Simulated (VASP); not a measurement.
# CoO (R3m) in VASP: single point with PBE+D3(BJ)+U

Aim: the single point of CoO with PBE+D3(BJ)+U.

Everything below comes from runs of VASP 6.6.1. Logs are shortened: lines on timing, memory, paths and dates and some standing lists are left out, and cuts for length are marked.

## 1. The cell of the first run

Symmetry: R3m, No. 160, trigonal system. Conventional cell: a = 3.204 Å, b = 3.204 Å, c = 7.699 Å, α = 90.00°, β = 90.00°, γ = 120.00°. Co (site symmetry 3m) has 4 O at 1.91 to 1.96 Å within 2.5 Å. O (site symmetry 3m) has 4 Co at 1.91 to 1.96 Å within 2.5 Å.

## 2. Single point, PBE+D3(BJ)+U, collinear spin, antiferromagnetic start

Input file INCAR:

```
SYSTEM = CoO
ALGO = Normal
EDIFF = 1E-6
ENCUT = 520
GGA = PE
ISIF = 2
ISMEAR = 0
ISPIN = 2
IVDW = 12
LASPH = .TRUE.
LCHARG = .TRUE.
LDAU = .TRUE.
LDAUJ = 0 0
LDAUL = 2 -1
LDAUPRINT = 1
LDAUTYPE = 2
LDAUU = 3.32 0
LELF = .TRUE.
LMAXMIX = 4
LORBIT = 11
LREAL = .FALSE.
LVHAR = .TRUE.
LWAVE = .FALSE.
MAGMOM = -1 1 0 0
NBANDS = 27
NELM = 150
PREC = Accurate
SIGMA = 0.1
```

Input file KPOINTS:

```
k-points
0
G
  6 6 6
  0 0 0
```

Input file POSCAR:

```
CoO
1.0
    1.6022198417      0.9250420569      5.1329417806
   -1.6022198417      0.9250420569      5.1329417806
    0.0000000000     -1.8500841138      5.1329417806
Co O
2 2
Direct
    0.9994877300      0.9994877300      0.9994877300
    0.4994905900      0.4994905900      0.4994905900
    0.3754955300      0.3754955300      0.3754955300
    0.8755255000      0.8755255000      0.8755255000
```

Potentials or basis: VASP PAW PBE potentials, release 64 (Co, O).

Launch:

```bash
$ cat potpaw_PBE.64/Co/POTCAR potpaw_PBE.64/O/POTCAR > POTCAR
$ mpirun -np 1 vasp_std > vasp.out
```

OUTCAR:

```text
SYSTEM = CoO
   EDIFF = 1E-6
   ENCUT = 520
   GGA = PE
   ISIF = 2
   ISMEAR = 0
   ISPIN = 2
   IVDW = 12
   LASPH = .TRUE.
   LORBIT = 11
   LREAL = .FALSE.
   NELM = 150
   PREC = Accurate
 IVDW          = 12

 ion  position               nearest neighbor table
   1  0.999  0.999  0.999-   4 1.91   3 1.96   3 1.96   3 1.96
   2  0.499  0.499  0.499-   3 1.91   4 1.96   4 1.96   4 1.96
   3  0.375  0.375  0.375-   2 1.91   1 1.96   1 1.96   1 1.96
   4  0.876  0.876  0.876-   1 1.91   2 1.96   2 1.96   2 1.96

  LATTYP: Found a trigonal (rhomboedric) cell.
 ALAT       =     5.4561802162
 COS(alpha) =     0.8275366594

  Lattice vectors:

 A1 = (   1.6022198417,   0.9250420569,   5.1329417806)
 A2 = (  -1.6022198417,   0.9250420569,   5.1329417806)
 A3 = (   0.0000000000,  -1.8500841138,   5.1329417806)

Analysis of symmetry for initial positions (statically):
=====================================================================
 Subroutine PRICEL returns:
 Original cell was already a primitive cell.

 Routine SETGRP: Setting up the symmetry group for a
 trigonal (rhombohedral) supercell.

 Subroutine GETGRP returns: Found  6 space group operations
 (whereof  6 operations were pure point group operations)
 out of a pool of 12 trial point group operations.

The static configuration has the point symmetry C_3v.

Analysis of symmetry for dynamics (positions and initial velocities):
=====================================================================
 Subroutine PRICEL returns:
 Original cell was already a primitive cell.

 Routine SETGRP: Setting up the symmetry group for a
 trigonal (rhombohedral) supercell.

 Subroutine GETGRP returns: Found  6 space group operations
 (whereof  6 operations were pure point group operations)
 out of a pool of 12 trial point group operations.

The dynamic configuration has the point symmetry C_3v.

Analysis of structural, dynamic, and magnetic symmetry:
=====================================================================
 Subroutine PRICEL returns:
 Original cell was already a primitive cell.

 Routine SETGRP: Setting up the symmetry group for a
 trigonal (rhombohedral) supercell.

 Subroutine GETGRP returns: Found  6 space group operations
 (whereof  6 operations were pure point group operations)
 out of a pool of 12 trial point group operations.

The overall configuration has the point symmetry C_3v.

 Subroutine INISYM returns: Found  6 space group operations
 (whereof  6 operations are pure point group operations),
 and found     1 'primitive' translations

----------------------------------------------------------------------------------------

                                     Primitive cell

  volume of cell :      45.6458

  direct lattice vectors                    reciprocal lattice vectors
     1.602219842  0.925042057  5.132941781     0.312067038  0.180171988  0.064940018
    -1.602219842  0.925042057  5.132941781    -0.312067038  0.180171988  0.064940018
     0.000000000 -1.850084114  5.132941781     0.000000000 -0.360343977  0.064940018

  length of vectors
     5.456180216  5.456180216  5.456180216     0.366148860  0.366148860  0.366148860

[... 145 lines left out ...]
  0.0000  0.0000  0.9746  0.0000 -0.0000
 -0.0091 -0.0000  0.0000  0.9721 -0.0000
  0.0000 -0.0091 -0.0000 -0.0000  0.9808

 occupancies and eigenvectors

  o =  0.1345  v =  0.0000 -0.6036  0.0000  0.0000  0.7973  0.0000  0.0000  0.0000  0.0000  0.0000      0.0000  0.0000  0.0000  0.0000  0.0000  0.0000  0.0000  0.0000  0.0000  0.0000
  o =  0.1345  v = -0.7973  0.0000  0.0000  0.6036  0.0000  0.0000  0.0000  0.0000  0.0000  0.0000      0.0000  0.0000  0.0000  0.0000  0.0000  0.0000  0.0000  0.0000  0.0000  0.0000
  o =  0.1642  v =  0.0000  0.0000  1.0000  0.0000 -0.0000  0.0000  0.0000  0.0000  0.0000  0.0000      0.0000  0.0000  0.0000  0.0000  0.0000  0.0000  0.0000  0.0000  0.0000  0.0000
  o =  0.9575  v =  0.0000 -0.7973  0.0000  0.0000 -0.6036  0.0000  0.0000  0.0000  0.0000  0.0000      0.0000  0.0000  0.0000  0.0000  0.0000  0.0000  0.0000  0.0000  0.0000  0.0000
  o =  0.9575  v = -0.6036  0.0000 -0.0000 -0.7973 -0.0000  0.0000  0.0000  0.0000  0.0000  0.0000      0.0000  0.0000  0.0000  0.0000  0.0000  0.0000  0.0000  0.0000  0.0000  0.0000
  o =  0.9663  v =  0.0000  0.0000  0.0000  0.0000  0.0000  0.0000 -0.8452 -0.0000  0.0000 -0.5345      0.0000  0.0000  0.0000  0.0000  0.0000  0.0000  0.0000  0.0000  0.0000  0.0000
  o =  0.9663  v =  0.0000  0.0000  0.0000  0.0000  0.0000  0.5345  0.0000 -0.0000  0.8452 -0.0000      0.0000  0.0000  0.0000  0.0000  0.0000  0.0000  0.0000  0.0000  0.0000  0.0000
  o =  0.9746  v =  0.0000  0.0000  0.0000  0.0000  0.0000  0.0000 -0.0000  1.0000 -0.0000  0.0000      0.0000  0.0000  0.0000  0.0000  0.0000  0.0000  0.0000  0.0000  0.0000  0.0000
  o =  0.9865  v =  0.0000  0.0000  0.0000  0.0000  0.0000  0.0000  0.5345  0.0000 -0.0000 -0.8452      0.0000  0.0000  0.0000  0.0000  0.0000  0.0000  0.0000  0.0000  0.0000  0.0000
  o =  0.9865  v =  0.0000  0.0000  0.0000  0.0000  0.0000 -0.8452  0.0000 -0.0000  0.5345 -0.0000      0.0000  0.0000  0.0000  0.0000  0.0000  0.0000  0.0000  0.0000  0.0000  0.0000

atom =   2  type =  1  l = 2

 onsite density matrix

spin component  1

  0.9808 -0.0000 -0.0000 -0.0091 -0.0000
 -0.0000  0.9721  0.0000 -0.0000 -0.0091
 -0.0000  0.0000  0.9746 -0.0000 -0.0000
 -0.0091 -0.0000 -0.0000  0.9721  0.0000
 -0.0000 -0.0091 -0.0000  0.0000  0.9808

spin component  2

  0.4344  0.0000 -0.0000  0.3961 -0.0000
  0.0000  0.6576 -0.0000  0.0000  0.3961
 -0.0000 -0.0000  0.1641 -0.0000 -0.0000
  0.3961  0.0000 -0.0000  0.6576 -0.0000
 -0.0000  0.3961 -0.0000 -0.0000  0.4344

 occupancies and eigenvectors

  o =  0.1344  v =  0.0000  0.0000  0.0000  0.0000  0.0000  0.0000 -0.6037  0.0000  0.0000  0.7972      0.0000  0.0000  0.0000  0.0000  0.0000  0.0000  0.0000  0.0000  0.0000  0.0000
  o =  0.1344  v =  0.0000  0.0000  0.0000  0.0000  0.0000 -0.7972  0.0000 -0.0000  0.6037 -0.0000      0.0000  0.0000  0.0000  0.0000  0.0000  0.0000  0.0000  0.0000  0.0000  0.0000
  o =  0.1641  v =  0.0000  0.0000  0.0000  0.0000  0.0000  0.0000  0.0000  1.0000  0.0000 -0.0000      0.0000  0.0000  0.0000  0.0000  0.0000  0.0000  0.0000  0.0000  0.0000  0.0000
  o =  0.9575  v =  0.0000  0.0000  0.0000  0.0000  0.0000  0.0000  0.7972 -0.0000  0.0000  0.6037      0.0000  0.0000  0.0000  0.0000  0.0000  0.0000  0.0000  0.0000  0.0000  0.0000
  o =  0.9575  v =  0.0000  0.0000  0.0000  0.0000  0.0000 -0.6037  0.0000  0.0000 -0.7972  0.0000      0.0000  0.0000  0.0000  0.0000  0.0000  0.0000  0.0000  0.0000  0.0000  0.0000
  o =  0.9663  v =  0.0000 -0.8451 -0.0000  0.0000 -0.5346  0.0000  0.0000  0.0000  0.0000  0.0000      0.0000  0.0000  0.0000  0.0000  0.0000  0.0000  0.0000  0.0000  0.0000  0.0000
  o =  0.9663  v =  0.5346  0.0000  0.0000  0.8451  0.0000  0.0000  0.0000  0.0000  0.0000  0.0000      0.0000  0.0000  0.0000  0.0000  0.0000  0.0000  0.0000  0.0000  0.0000  0.0000
  o =  0.9746  v =  0.0000  0.0000 -1.0000  0.0000 -0.0000  0.0000  0.0000  0.0000  0.0000  0.0000      0.0000  0.0000  0.0000  0.0000  0.0000  0.0000  0.0000  0.0000  0.0000  0.0000
  o =  0.9865  v = -0.0000 -0.5346 -0.0000  0.0000  0.8451  0.0000  0.0000  0.0000  0.0000  0.0000      0.0000  0.0000  0.0000  0.0000  0.0000  0.0000  0.0000  0.0000  0.0000  0.0000
  o =  0.9865  v = -0.8451  0.0000  0.0000  0.5346 -0.0000  0.0000  0.0000  0.0000  0.0000  0.0000      0.0000  0.0000  0.0000  0.0000  0.0000  0.0000  0.0000  0.0000  0.0000  0.0000

 number of electron      30.0000005 magnetization       0.0000000

 Free energy of the ion-electron system (eV)
  ---------------------------------------------------
  ext. energy  EPLUGINS =         0.00000000
  ---------------------------------------------------
  free energy    TOTEN  =       -24.38991635 eV

  energy without entropy =      -24.38991635  energy(sigma->0) =      -24.38991635

 E-fermi :   5.9565     XC(G=0): -11.1265

 val. band max:        5.5004538498   @ k =   0.5000   0.5000   0.5000
 cond. band min:       6.5798950383   @ k =   0.0000   0.0000   0.0000
 fundamental gap:      1.0794411885
 Fermi energy:         5.9564991993

 spin component 1

 k-point     1 :       0.0000    0.0000    0.0000
  band No.  band energies     occupation
      1     -13.3929      1.00000
      2     -12.6934      1.00000
      3      -0.5675      1.00000
      4      -0.5675      1.00000
      5      -0.5408      1.00000
      6      -0.0403      1.00000
[... 1433 lines left out ...]
     26      20.7520      0.00000
     27      21.1920      0.00000

 [... further k-points ...]

------------------------ aborting loop because EDIFF is reached ----------------------------------------

 Edisp (eV)   -0.87793

 E8    (eV) :    -0.3400

  FORCE on cell =-STRESS in cart. coord.  units (eV):
  Direction    XX          YY          ZZ          XY          YZ          ZX
  --------------------------------------------------------------------------------------
  -------------------------------------------------------------------------------------
  Total       1.28030     1.28030     1.76297    -0.00000     0.00000     0.00000
  in kB      44.93870    44.93870    61.88050    -0.00000     0.00000     0.00000
  external pressure =       50.59 kB  Pullay stress =        0.00 kB

 VOLUME and BASIS-vectors are now :
 -----------------------------------------------------------------------------
  energy-cutoff  :      520.00
  volume of cell :       45.65
      direct lattice vectors                 reciprocal lattice vectors
     1.602219842  0.925042057  5.132941781     0.312067038  0.180171988  0.064940018
    -1.602219842  0.925042057  5.132941781    -0.312067038  0.180171988  0.064940018
     0.000000000 -1.850084114  5.132941781     0.000000000 -0.360343977  0.064940018

 POSITION                                       TOTAL-FORCE (eV/Angst)
 -----------------------------------------------------------------------------------
      0.00000      0.00000     15.39094         0.000000     -0.000000      0.100246
      0.00000      0.00000      7.69157         0.000000      0.000000      0.096110
      0.00000      0.00000      5.78219         0.000000     -0.000000     -0.093635
      0.00000      0.00000     13.48206         0.000000      0.000000     -0.102721
 -----------------------------------------------------------------------------------
    total drift:                                0.000000     -0.000000     -0.000031

  FREE ENERGIE OF THE ION-ELECTRON SYSTEM (eV)
  ---------------------------------------------------
  free  energy   TOTEN  =       -25.2678438465 eV

  energy  without entropy=      -25.2678438465  energy(sigma->0) =      -25.26784385

 total charge

# of ion       s       p       d       tot
------------------------------------------
    1        0.364   0.464   7.201   8.028
    2        0.363   0.464   7.201   8.028
    3        1.548   3.488   0.000   5.035
    4        1.548   3.488   0.000   5.035
--------------------------------------------------
tot          3.822   7.903  14.401  26.127

 magnetization (x)

# of ion       s       p       d       tot
------------------------------------------
    1       -0.014  -0.048  -2.531  -2.593
    2        0.014   0.048   2.531   2.593
    3       -0.008  -0.076   0.000  -0.084
    4        0.008   0.076   0.000   0.084
--------------------------------------------------
tot         -0.000  -0.000   0.000   0.000
```

Wall time 5.6 min (1 thread of Intel Xeon 8259CL, shared host); peak memory 0.35 GiB.

What came out:

| Property | Result |
| --- | --- |
| Free energy | -25.2678 eV |
| Pressure | 5.1 GPa |
| Largest force | 0.103 eV/Å |
| Band gap on the k mesh | 1.08 eV |
| Net moment | 0.00 μB per cell |
| Site moments | Co -2.59, +2.59; O -0.08, +0.08 μB |
| Valence electrons inside the program's atomic spheres | Co 8.03; O 5.04 |
| Dispersion energy per atom | -0.219 eV |

Forces on the atoms (eV/Å):
```
Co   0.000  0.000  0.100
Co   0.000  0.000  0.096
O    0.000  0.000 -0.094
O    0.000  0.000 -0.103
```

Stress tensor (GPa, compression positive):
```
4.49 0.00 0.00
0.00 4.49 0.00
0.00 0.00 6.19
```

Levels at points of the mesh, in eV from the valence-band top:
Spin up:
```tsv
k point	band 11	band 12	band 13	band 14	band 15	band 16	band 17	band 18	band 19	band 20
(0.00, 0.00, 0.00)	-1.47	-1.46	-1.46	-0.22	-0.22	1.08	3.38	3.94	3.94	6.59
(0.50, 0.00, 0.00)	-2.78	-1.96	-1.62	-0.81	-0.42	2.06	2.49	3.21	6.66	7.08
(0.50, 0.50, 0.00)	-2.55	-1.80	-1.59	-0.80	-0.75	1.94	2.80	3.25	6.37	6.65
(0.50, 0.50, 0.50)	-1.68	-1.68	-1.58	0.00	0.00	2.71	3.47	3.92	3.92	4.26
```
Spin down:
| k point | band 11 | band 12 | band 13 | band 14 | band 15 | band 16 | band 17 | band 18 | band 19 | band 20 |
| --- | --- | --- | --- | --- | --- | --- | --- | --- | --- | --- |
| (0.00, 0.00, 0.00) | -1.47 | -1.46 | -1.46 | -0.22 | -0.22 | 1.08 | 3.37 | 3.93 | 3.93 | 6.59 |
| (0.50, 0.00, 0.00) | -2.78 | -1.96 | -1.62 | -0.82 | -0.42 | 2.06 | 2.49 | 3.21 | 6.66 | 7.08 |
| (0.50, 0.50, 0.00) | -2.55 | -1.80 | -1.58 | -0.80 | -0.76 | 1.94 | 2.80 | 3.25 | 6.37 | 6.65 |
| (0.50, 0.50, 0.50) | -1.68 | -1.68 | -1.57 | 0.00 | 0.00 | 2.71 | 3.47 | 3.92 | 3.92 | 4.26 |

Eigenvalues of the final occupation matrices:
| site | spin | trace | eigenvalues |
| --- | --- | --- | --- |
| site 1 d | 1 | 2.35 | 0.13 0.13 0.16 0.96 0.96 |
| site 1 d | 2 | 4.88 | 0.97 0.97 0.97 0.99 0.99 |
| site 2 d | 1 | 4.88 | 0.97 0.97 0.97 0.99 0.99 |
| site 2 d | 2 | 2.35 | 0.13 0.13 0.16 0.96 0.96 |

Caveat: the cell stands under pressure. A k mesh can miss the band edges.
